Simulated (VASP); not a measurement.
# RbBr in VASP: a series of runs

The runs below take RbBr through single point, with HSE06.

Everything below comes from runs of VASP 6.6.1. Logs are shortened: lines on timing, memory, paths and dates and some standing lists are left out, and cuts for length are marked.

**1. The cell of the first run**

It takes space group Fm-3m (No. 225, cubic). The conventional cell has a = 6.922 Å, b = 6.922 Å, c = 6.922 Å, α = 90.00°, β = 90.00°, γ = 90.00°. Rb (site symmetry m-3m) has 6 Br at 3.46 Å within 4.5 Å. Within 4.5 Å of Br (site symmetry m-3m) lie 6 Rb at 3.46 Å.

**2. Single point, HSE06**

POSCAR

```
RbBr
1.0
    0.0000000000      3.4608320474      3.4608320474
    3.4608320474      0.0000000000      3.4608320474
    3.4608320474      3.4608320474      0.0000000000
Rb Br
1 1
Direct
    0.0000000000      0.0000000000      0.0000000000
    0.5000000000      0.5000000000      0.5000000000
```

INCAR.step1

```
SYSTEM = RbBr
PREC = Accurate
ENCUT = 520
EDIFF = 1E-5
ISMEAR = 0
SIGMA = 0.01
LREAL = .FALSE.
LASPH = .TRUE.
NELM = 100
ALGO = Normal
ISIF = 2
LWAVE = .TRUE.
LCHARG = .FALSE.
NBANDS = 15
GGA = PE
```

INCAR.step2

```
SYSTEM = RbBr
PREC = Accurate
ENCUT = 520
EDIFF = 1E-6
ISMEAR = 0
SIGMA = 0.01
LREAL = .FALSE.
LASPH = .TRUE.
NELM = 100
ALGO = Normal
ISIF = 2
LWAVE = .FALSE.
LCHARG = .FALSE.
GGA = PE
LHFCALC = .TRUE.
HFSCREEN = 0.2079
PRECFOCK = Normal
NBANDS = 15
ISTART = 1
```

KPOINTS

```
regular mesh
0
G
  4 4 4
  0 0 0
```

Potentials or basis: VASP PAW PBE potentials, release 64 (Rb_sv, Br).

On the command line:

```
cat potpaw_PBE.64/Rb_sv/POTCAR potpaw_PBE.64/Br/POTCAR > POTCAR
cp INCAR.step1 INCAR
mpirun -np 1 vasp_std > vasp.out
cp INCAR.step2 INCAR
mpirun -np 1 vasp_std > vasp.out
```

OUTCAR:

```text
SYSTEM = RbBr
   PREC = Accurate
   ENCUT = 520
   EDIFF = 1E-6
   ISMEAR = 0
   LREAL = .FALSE.
   LASPH = .TRUE.
   NELM = 100
   ISIF = 2
   GGA = PE
   LHFCALC = .TRUE.
   HFSCREEN = 0.2079
   PRECFOCK = Normal
   ISTART = 1

 ion  position               nearest neighbor table
   1  0.000  0.000  0.000-   2 3.46   2 3.46   2 3.46   2 3.46   2 3.46   2 3.46
   2  0.500  0.500  0.500-   1 3.46   1 3.46   1 3.46   1 3.46   1 3.46   1 3.46

  LATTYP: Found a face centered cubic cell.
 ALAT       =     6.9216640948

  Lattice vectors:

 A1 = (   0.0000000000,   3.4608320474,   3.4608320474)
 A2 = (   3.4608320474,   0.0000000000,   3.4608320474)
 A3 = (   3.4608320474,   3.4608320474,   0.0000000000)

Analysis of symmetry for initial positions (statically):
=====================================================================
 Subroutine PRICEL returns:
 Original cell was already a primitive cell.

 Routine SETGRP: Setting up the symmetry group for a
 face centered cubic supercell.

 Subroutine GETGRP returns: Found 48 space group operations
 (whereof 48 operations were pure point group operations)
 out of a pool of 48 trial point group operations.

The static configuration has the point symmetry O_h .

Analysis of symmetry for dynamics (positions and initial velocities):
=====================================================================
 Subroutine PRICEL returns:
 Original cell was already a primitive cell.

 Routine SETGRP: Setting up the symmetry group for a
 face centered cubic supercell.

 Subroutine GETGRP returns: Found 48 space group operations
 (whereof 48 operations were pure point group operations)
 out of a pool of 48 trial point group operations.

The dynamic configuration has the point symmetry O_h .

 Subroutine INISYM returns: Found 48 space group operations
 (whereof 48 operations are pure point group operations),
 and found     1 'primitive' translations

----------------------------------------------------------------------------------------

                                     Primitive cell

  volume of cell :      82.9033

  direct lattice vectors                    reciprocal lattice vectors
     0.000000000  3.460832047  3.460832047    -0.144473928  0.144473928  0.144473928
     3.460832047  0.000000000  3.460832047     0.144473928 -0.144473928  0.144473928
     3.460832047  3.460832047  0.000000000     0.144473928  0.144473928 -0.144473928

  length of vectors
     4.894355619  4.894355619  4.894355619     0.250236184  0.250236184  0.250236184

  position of ions in fractional coordinates (direct lattice)
     0.000000000  0.000000000  0.000000000
     0.500000000  0.500000000  0.500000000

  ion indices of the primitive-cell ions
   primitive index   ion index
                 1           1
                 2           2

----------------------------------------------------------------------------------------

 KPOINTS: regular mesh

Automatic generation of k-mesh.
 Grid dimensions read from file:
 generate k-points for:    4    4    4

 Generating k-lattice:

  Cartesian coordinates                     Fractional coordinates (reciprocal lattice)
    -0.036118482  0.036118482  0.036118482     0.250000000  0.000000000  0.000000000
     0.036118482 -0.036118482  0.036118482     0.000000000  0.250000000  0.000000000
     0.036118482  0.036118482 -0.036118482     0.000000000  0.000000000  0.250000000

  Length of vectors
     0.062559046  0.062559046  0.062559046

  Shift w.r.t. Gamma in fractional coordinates (k-lattice)
     0.000000000  0.000000000  0.000000000

 Subroutine IBZKPT returns following result:
 ===========================================

 Found      8 irreducible k-points:

 Following reciprocal coordinates:
            Coordinates               Weight
  0.000000  0.000000  0.000000      1.000000
  0.250000  0.000000  0.000000      8.000000
  0.500000  0.000000  0.000000      4.000000
  0.250000  0.250000  0.000000      6.000000
  0.500000  0.250000  0.000000     24.000000
 -0.250000  0.250000  0.000000     12.000000
  0.500000  0.500000  0.000000      3.000000
 -0.250000  0.500000  0.250000      6.000000
   k-points           NKPTS =      8   k-points in BZ     NKDIM =     64   number of bands    NBANDS=     15
   number of dos      NEDOS =    301   number of ions     NIONS =      2
   total plane-waves  NPLWV =  46656
   dimension x,y,z NGX =    36 NGY =   36 NGZ =   36
   dimension x,y,z NGXF=    72 NGYF=   72 NGZF=   72
   ions per type =               1   1
   NGX,Y,Z   is equivalent  to a cutoff of  12.23, 12.23, 12.23 a.u.
   NGXF,Y,Z  is equivalent  to a cutoff of  24.46, 24.46, 24.46 a.u.
 SYSTEM =  RbBr
   PREC   = accura    normal or accurate (medium, high low for compatibility)
   ISTART =      1    job   : 0-new  1-cont  2-samecut
   ICHARG =      0    charge: 1-file 2-atom 10-const
   ISPIN  =      1    spin polarized calculation?
   LNONCOLLINEAR =      F non collinear calculations
   LSORBIT =      F    spin-orbit coupling
   LASPH  =      T    aspherical Exc in radial PAW
   ENCUT  =  520.0 eV  38.22 Ry    6.18 a.u.   9.10  9.10  9.10*2*pi/ulx,y,z
   NELM   =    100;   NELMIN=  2; NELMDL=  0     # of ELM steps
   EDIFF  = 0.1E-05   stopping-criterion for ELM
   LREAL  =      F    real-space projection
   EDIFFG = 0.1E-04   stopping-criterion for IOM
   NSW    =      0    number of steps for IOM
   IBRION =     -1    ionic relax: 0-MD 1-quasi-New 2-CG
   NFREE  =      0    steps in history (QN), initial steepest desc. (CG)
   ISIF   =      2    stress and relaxation
   ISYM   =      3    0-nonsym 1-usesym 2-fastsym
   POTIM  = 0.5000    time-step for ionic-motion
   TEBEG  =    0.0;   TEEND  =   0.0 temperature during run
   PSTRESS=    0.0 pullay stress
   NELECT =      16.0000    total number of electrons
   NUPDOWN=      -1.0000    fix difference up-down
   EMIN   =  10.00;   EMAX   =-10.00  energy-range for DOS
   EFERMI =   0.00;   METHOD = LEGACY
   ISMEAR =     0;   SIGMA  =   0.01  broadening in eV -4-tet -1-fermi 0-gaus
   EFERMI_NEDOS =   21; number of points for ismear=-14 and -15
   IALGO  =     38    algorithm
   IMIX   =      1    mixing-type and parameters
     AMIX     =   0.40;   BMIX     =  1.00
     AMIX_MAG =   1.60;   BMIX_MAG =  1.00
  volume/ion in A,a.u.               =      41.45       279.73
  Fermi-wavevector in a.u.,A,eV,Ry     =   0.946072  1.787817 12.177931  0.895053
  Thomas-Fermi vector in A             =   2.074035
   LORBIT       =      0    0 simple, 1 ext, 2 COOP (PROOUT), +10 PAW based schemes
   GGA     = PE    functional components
   LHFCALC =     T    Hartree Fock is set to
   PRECFOCK=normal    Normal, Fast or Accurate (Low or Medium for compatibility)
   ENCUT4O =  -1.0   cutoff for four orbital integrals eV
   NKREDX  =     1    reduce k-point grid by
   NKREDY  =     1    reduce k-point grid by
   NKREDZ  =     1    reduce k-point grid by
   AEXX    =    0.2500 exact exchange contribution
   HFSCREEN=    0.2079 screening length (either q_TF or 0.3 A-1)
   HFSCREENC=   0.2079 screening length for correlation (either q_TF or 0.3 A-1)
   ENCUTFOCK=  -1.0 apply spherical cutoff to Coloumb kernel
   IVDW    =     0    specifies the selected vdW correction
   LEPSILON=     F    determine dielectric tensor
   LRPA    =     F    only Hartree local field effects (RPA)
 non-spin polarized calculation
 Gauss-broadening in eV      SIGMA  =   0.01
  energy-cutoff  :      520.00
  volume of cell :       82.90
 maximum number of plane-waves:      2252
  NGX = 28; NGY = 28; NGZ = 28

 number of electron      15.9999997 magnetization

 Free energy of the ion-electron system (eV)
  ---------------------------------------------------
  ext. energy  EPLUGINS =         0.00000000
  ---------------------------------------------------
  free energy    TOTEN  =        -7.07242397 eV

  energy without entropy =       -7.07242397  energy(sigma->0) =       -7.07242397

 E-fermi :  -2.6580     XC(G=0):  -5.9841

 val. band max:       -2.7344429061   @ k =   0.0000   0.0000   0.0000
 cond. band min:       2.7078528057   @ k =   0.0000   0.0000   0.0000
 fundamental gap:      5.4422957118
 Fermi energy:        -2.6580051113

 k-point     1 :       0.0000    0.0000    0.0000
  band No.  band energies     occupation
      1     -28.8878      2.00000
      2     -15.9055      2.00000
      3     -11.8004      2.00000
      4     -11.8004      2.00000
      5     -11.8004      2.00000
      6      -2.7344      2.00000
      7      -2.7344      2.00000
      8      -2.7344      2.00000
      9       2.7079      0.00000
     10       5.7948      0.00000
     11       5.7948      0.00000
     12       5.7948      0.00000
     13       6.7499      0.00000
     14       6.7499      0.00000
     15       9.3038      0.00000

 k-point     2 :       0.2500    0.0000    0.0000
  band No.  band energies     occupation
      1     -28.8834      2.00000
      2     -15.9223      2.00000
      3     -11.8024      2.00000
      4     -11.8024      2.00000
      5     -11.7743      2.00000
      6      -3.2720      2.00000
      7      -2.9110      2.00000
      8      -2.9110      2.00000
      9       3.9586      0.00000
     10       5.5996      0.00000
     11       6.5299      0.00000
     12       6.5299      0.00000
     13       7.6144      0.00000
     14       7.6144      0.00000
     15      10.9398      0.00000
[... 77 lines left out ...]
      3     -11.9709      2.00000
      4     -11.8681      2.00000
      5     -11.8681      2.00000
      6      -3.2268      2.00000
      7      -2.9026      2.00000
      8      -2.9026      2.00000
      9       4.0466      0.00000
     10       5.5698      0.00000
     11       7.5371      0.00000
     12       7.8434      0.00000
     13       8.0394      0.00000
     14       9.5042      0.00000
     15       9.5042      0.00000

 k-point     8 :      -0.2500    0.5000    0.2500
  band No.  band energies     occupation
      1     -28.8763      2.00000
      2     -15.8733      2.00000
      3     -11.9192      2.00000
      4     -11.9192      2.00000
      5     -11.7792      2.00000
      6      -3.2154      2.00000
      7      -3.0922      2.00000
      8      -3.0922      2.00000
      9       5.5100      0.00000
     10       5.5100      0.00000
     11       6.7316      0.00000
     12       7.1465      0.00000
     13       9.5136      0.00000
     14       9.5530      0.00000
     15       9.5892      0.00000

------------------------ aborting loop because EDIFF is reached ----------------------------------------

  FORCE on cell =-STRESS in cart. coord.  units (eV):
  Direction    XX          YY          ZZ          XY          YZ          ZX
  --------------------------------------------------------------------------------------
  -------------------------------------------------------------------------------------
  Total        0.1634987      0.1634987      0.1634987     -0.0000000      0.0000000     -0.0000000
  in kB        3.1597544      3.1597544      3.1597544     -0.0000000      0.0000000     -0.0000000
  external PRESSURE =       3.1597544 kB  Pullay stress =       0.0000000 kB

 VOLUME and BASIS-vectors are now :
 -----------------------------------------------------------------------------
  energy-cutoff  :      520.00
  volume of cell :       82.90
      direct lattice vectors                 reciprocal lattice vectors
     0.000000000  3.460832047  3.460832047    -0.144473928  0.144473928  0.144473928
     3.460832047  0.000000000  3.460832047     0.144473928 -0.144473928  0.144473928
     3.460832047  3.460832047  0.000000000     0.144473928  0.144473928 -0.144473928

 POSITION                                       TOTAL-FORCE (eV/Angst)
 -----------------------------------------------------------------------------------
      0.00000      0.00000      0.00000         0.000000     -0.000000     -0.000000
      3.46083      3.46083      3.46083         0.000000      0.000000      0.000000
 -----------------------------------------------------------------------------------
    total drift:                               -0.000000      0.000000      0.000000

  FREE ENERGIE OF THE ION-ELECTRON SYSTEM (eV)
  ---------------------------------------------------
  free  energy   TOTEN  =        -7.0724239684 eV

  energy  without entropy=       -7.0724239684  energy(sigma->0) =       -7.07242397
```

It took 7.2 min on 1 thread of Intel Xeon Platinum 8259CL at 2.50GHz (Skylake/Cascade Lake), shared host; peak memory 0.32 GiB.

What came out:

| Quantity | Value |
| --- | --- |
| Free energy | -7.0724 eV |
| Pressure | 0.3 GPa |
| Band gap on the k mesh | 5.44 eV |

Caveat: the PAW data sets were made with another functional, which shifts forces and pressure a little.

**3. Single point, HSE06 (uniaxial y strain -2.0%)**

POSCAR

```
RbBr
1.0
    0.0000000000      3.3909232400      3.4608320474
    3.4608320474      0.0000000000      3.4608320474
    3.4608320474      3.3909232400      0.0000000000
Rb Br
1 1
Direct
    0.0000000000      0.0000000000      0.0000000000
    0.5000000000      0.5000000000      0.5000000000
```

INCAR.step1

```
SYSTEM = RbBr
  PREC = Accurate
  ENCUT = 520
  EDIFF = 1E-5
  ISMEAR = 0
  SIGMA = 0.01
  LREAL = .FALSE.
  LASPH = .TRUE.
  NELM = 80
  ALGO = Normal
  ISIF = 2
  LWAVE = .TRUE.
  LCHARG = .FALSE.
  GGA = PE
  NBANDS = 15
```

INCAR.step2

```
SYSTEM = RbBr
  PREC = Accurate
  ENCUT = 520
  EDIFF = 1E-7
  ISMEAR = 0
  SIGMA = 0.01
  LREAL = .FALSE.
  LASPH = .TRUE.
  NELM = 80
  ALGO = Normal
  ISIF = 2
  LWAVE = .FALSE.
  LCHARG = .FALSE.
  GGA = PE
  LHFCALC = .TRUE.
  HFSCREEN = 0.2079
  PRECFOCK = Normal
  ISTART = 1
  NBANDS = 15
```

KPOINTS

```
Automatic mesh
0
G
  4 4 4
  0 0 0
```

Potentials or basis: VASP PAW PBE potentials, release 64 (Rb_sv, Br).

On the command line:

```
cat potpaw_PBE.64/Rb_sv/POTCAR potpaw_PBE.64/Br/POTCAR > POTCAR
cp INCAR.step1 INCAR
mpirun -np 1 vasp_std > vasp.out
cp INCAR.step2 INCAR
mpirun -np 1 vasp_std > vasp.out
```

OUTCAR:

```text
SYSTEM = RbBr
   PREC = Accurate
   ENCUT = 520
   EDIFF = 1E-7
   ISMEAR = 0
   LREAL = .FALSE.
   LASPH = .TRUE.
   NELM = 80
   ISIF = 2
   GGA = PE
   LHFCALC = .TRUE.
   HFSCREEN = 0.2079
   PRECFOCK = Normal
   ISTART = 1

 ion  position               nearest neighbor table
   1  0.000  0.000  0.000-   2 3.39   2 3.39   2 3.46   2 3.46   2 3.46   2 3.46
   2  0.500  0.500  0.500-   1 3.39   1 3.39   1 3.46   1 3.46   1 3.46   1 3.46

  LATTYP: Found a body centered tetragonal cell.
[... 421 lines left out ...]

  FORCE on cell =-STRESS in cart. coord.  units (eV):
  Direction    XX          YY          ZZ          XY          YZ          ZX
  --------------------------------------------------------------------------------------
  -------------------------------------------------------------------------------------
  Total        0.2124782      0.5538981      0.2124782      0.0000000      0.0000000      0.0000000
  in kB        4.1909828     10.9252526      4.1909828      0.0000000      0.0000000      0.0000000
  external PRESSURE =       6.4357394 kB  Pullay stress =       0.0000000 kB

 VOLUME and BASIS-vectors are now :
 -----------------------------------------------------------------------------
  energy-cutoff  :      520.00
  volume of cell :       81.23
      direct lattice vectors                 reciprocal lattice vectors
     0.000000000  3.390923240  3.460832047    -0.144473928  0.147452468  0.144473928
     3.460832047  0.000000000  3.460832047     0.144473928 -0.147452468  0.144473928
     3.460832047  3.390923240  0.000000000     0.144473928  0.147452468 -0.144473928

 POSITION                                       TOTAL-FORCE (eV/Angst)
 -----------------------------------------------------------------------------------
      0.00000      0.00000      0.00000        -0.000000      0.000000      0.000000
      3.46083      3.39092      3.46083         0.000000      0.000000     -0.000000
 -----------------------------------------------------------------------------------
    total drift:                                0.000000     -0.000001     -0.000000

  FREE ENERGIE OF THE ION-ELECTRON SYSTEM (eV)
  ---------------------------------------------------
  free  energy   TOTEN  =        -7.0651997367 eV

  energy  without entropy=       -7.0651997367  energy(sigma->0) =       -7.06519974
```

OUTCAR.step1:

```text
SYSTEM = RbBr
   PREC = Accurate
   ENCUT = 520
   EDIFF = 1E-5
   ISMEAR = 0
   LREAL = .FALSE.
   LASPH = .TRUE.
[... 442 lines left out ...]
      0.00000      0.00000      0.00000        -0.000000      0.000000     -0.000000
      3.46083      3.39092      3.46083         0.000000      0.000000      0.000000
 -----------------------------------------------------------------------------------
    total drift:                                0.000000      0.000000      0.000000

  FREE ENERGIE OF THE ION-ELECTRON SYSTEM (eV)
  ---------------------------------------------------
  free  energy   TOTEN  =        -6.0991629790 eV

  energy  without entropy=       -6.0991629790  energy(sigma->0) =       -6.09916298
```

OSZICAR.step1:

```text
N       E                     dE             d eps       ncg     rms          rms(c)
DAV:   1     0.815145703785E+02    0.81515E+02   -0.66840E+03   390   0.913E+02
DAV:   2    -0.310550812202E+00   -0.81825E+02   -0.73598E+02   533   0.160E+02
DAV:   3    -0.615803166703E+01   -0.58475E+01   -0.58207E+01   510   0.440E+01
DAV:   4    -0.631936752774E+01   -0.16134E+00   -0.16132E+00   605   0.692E+00
DAV:   5    -0.632028371432E+01   -0.91619E-03   -0.91618E-03   510   0.524E-01    0.288E+00
DAV:   6    -0.610325643650E+01    0.21703E+00   -0.26812E-01   516   0.235E+00    0.190E+00
DAV:   7    -0.608659834983E+01    0.16658E-01   -0.12619E-01   523   0.172E+00    0.960E-01
DAV:   8    -0.609833386466E+01   -0.11736E-01   -0.13642E-02   411   0.689E-01    0.108E-01
DAV:   9    -0.609872294250E+01   -0.38908E-03   -0.60701E-04   537   0.126E-01    0.704E-02
DAV:  10    -0.609916400881E+01   -0.44107E-03   -0.60818E-04   404   0.131E-01    0.296E-02
DAV:  11    -0.609916297898E+01    0.10298E-05   -0.35560E-05   503   0.297E-02
   1 F= -.60991630E+01 E0= -.60991630E+01  d E =-.310598E-24
```

Run time: 16 min. Hardware: 1 thread of Intel Xeon Platinum 8259CL at 2.50GHz (Skylake/Cascade Lake), shared host; peak memory 0.32 GiB.

Results:

* Free energy: -7.0652 eV
* Pressure: 0.6 GPa
* Band gap on the k mesh: 5.48 eV

Caveat: the cell differs from its parent crystal (uniaxial y strain -2.0%); the PAW data sets were made with another functional, which shifts forces and pressure a little.
